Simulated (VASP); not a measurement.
Set up this calculation in VASP 6.6.1, as the native input.

```
Task                   : single point
Functional             : PBE
Dispersion             : D3(BJ)
Potentials or basis    : VASP PAW PBE potentials, release 64 (Mg, O)
Cutoff                 : 520 eV
k mesh                 : 1 × 1 × 1
Occupations            : gaussian, width 0.05 eV
Spin                   : no spin polarisation
Dipole correction      : no
Further INCAR settings : LREAL = Auto; ALGO = Normal; EDIFF = 1e-06; NBANDS = 162
```

The structure of Mg32O31 (a cell with a defect) lies in POSCAR:

```
Mg32O31
1.0
    8.8224000000      0.0000000000      0.0000000000
    0.0000000000      8.8224000000      0.0000000000
    0.0000000000      0.0000000000      8.8224000000
Mg O
32 31
Direct
    0.4980911090      0.0008484086      0.0016005849
    0.7476201487      0.2498086688     -0.0017932762
    0.7490674873      0.0051680948      0.2493607182
   -0.0008351469      0.0054005713     -0.0003759748
    0.2498228373      0.2498027748      0.0006517501
    0.4980914490      0.4987675689      0.0016002448
    0.7445506892      0.7498065152     -0.0048761108
    0.2449283642      0.0066560120      0.2547570956
    0.4990434576      0.2498081021      0.2498660229
    0.7490673740      0.4944546835      0.2493658188
    0.5000681221      0.0054073721      0.5005170929
    0.7516205341      0.2498117292      0.5001937115
    0.7512582744      0.0007072905      0.7484254851
   -0.0008300462      0.4942132526     -0.0003786951
    0.2528350562      0.7498102557     -0.0116012650
   -0.0042247008      0.2498147896      0.2466561253
    0.2449409458      0.4929593988      0.2547522216
    0.5112951124      0.7498112758      0.2468548241
    0.0079243743      0.0012795838      0.4917616522
    0.2530363620      0.2498122960      0.5039162813
    0.5000673286      0.4942174465      0.5005196999
    0.7352198948      0.7498119559      0.5014297697
    0.2503298422      0.0051658279      0.7506269269
    0.5014820230      0.2498084421      0.7520696182
    0.7512634884      0.4989098205      0.7484255985
   -0.0209300190      0.7498006211      0.2272763647
    0.0079291349      0.4983329933      0.4917769541
    0.2724161226      0.7498177367      0.5206226197
   -0.0005021309      0.2497991476      0.7480741068
    0.2503297289      0.4944512831      0.7506291939
    0.5045630441      0.7498086688      0.7551373776
   -0.0017414762      0.7498116159      0.7644731592
    0.7453729144      0.2498187568      0.2496695910
   -0.0053646400      0.4892008977      0.2430937160
   -0.0003831157      0.2498146763      0.5000787768
    0.2500999728      0.2498139962      0.2495931946
    0.4980841948      0.5021823993      0.2512165624
    0.7478662269      0.7498142229      0.2489600336
   -0.0053690606      0.0104427367      0.2430886153
    0.5048970802      0.2498162631      0.5008966948
    0.7530975698      0.5047074492      0.4987005803
    0.7507867474      0.2498194369      0.7489106139
    0.0009965542      0.5047148168      0.7465908370
   -0.0011999003      0.2498188701     -0.0052040261
    0.0914258025      0.7498457336      0.4082674782
    0.4980931493     -0.0025479461      0.2512186026
    0.2565972978      0.4891962505      0.5050598477
    0.5014243290      0.7498169432      0.5018377086
    0.7531038040     -0.0050771899      0.4987021672
    0.2500285637      0.2498162631      0.7543237668
    0.5010199039      0.5001057535      0.7511010609
    0.7518394088      0.7498175100      0.7478563656
    0.0009964409     -0.0050731094      0.7465986580
    0.4988507662      0.2498198903      0.0008488620
    0.7485968671      0.5001085872     -0.0013259431
   -0.0021392138      0.7498219305     -0.0017310482
    0.2566070457      0.0104391095      0.5050651750
    0.2507429951      0.7498229507      0.7518275073
    0.5010263647     -0.0004682399      0.7511032145
    0.2484780785      0.5021846663      0.0016050054
    0.5003054724      0.7498178500     -0.0006078845
    0.7485943734     -0.0004698268     -0.0013245829
    0.2484836326     -0.0025464726      0.0016085192
```

One way to write it, as run:

INCAR

```
PREC = Accurate
ENCUT = 520
EDIFF = 1E-6
ISMEAR = 0
SIGMA = 0.05
LREAL = Auto
LASPH = T
NELM = 80
ALGO = Normal
ISIF = 2
LWAVE = F
LCHARG = F
GGA = PE
IVDW = 12
NBANDS = 162
```

KPOINTS

```
Automatic mesh
0
Gamma
  1 1 1
```

Potentials or basis: VASP PAW PBE potentials, release 64 (Mg, O).

Command:

```console
$ cat potpaw_PBE.64/Mg/POTCAR potpaw_PBE.64/O/POTCAR > POTCAR
$ mpirun -np 1 vasp_gam > vasp.out
```

It gave:

```yaml
Pressure: -13.9 GPa
Largest_force: 1.878 eV/Å
Band_gap_on_the_k_mesh: 1.84 eV
Dispersion_energy_per_atom: -0.255 eV
```

Caveat: the k points lie up to 0.71 Å⁻¹ apart.

It took 3.8 min on 1 thread of Intel(R) Xeon(R) Platinum 8488C (Sapphire Rapids), on a shared host, peak memory 0.64 GiB.
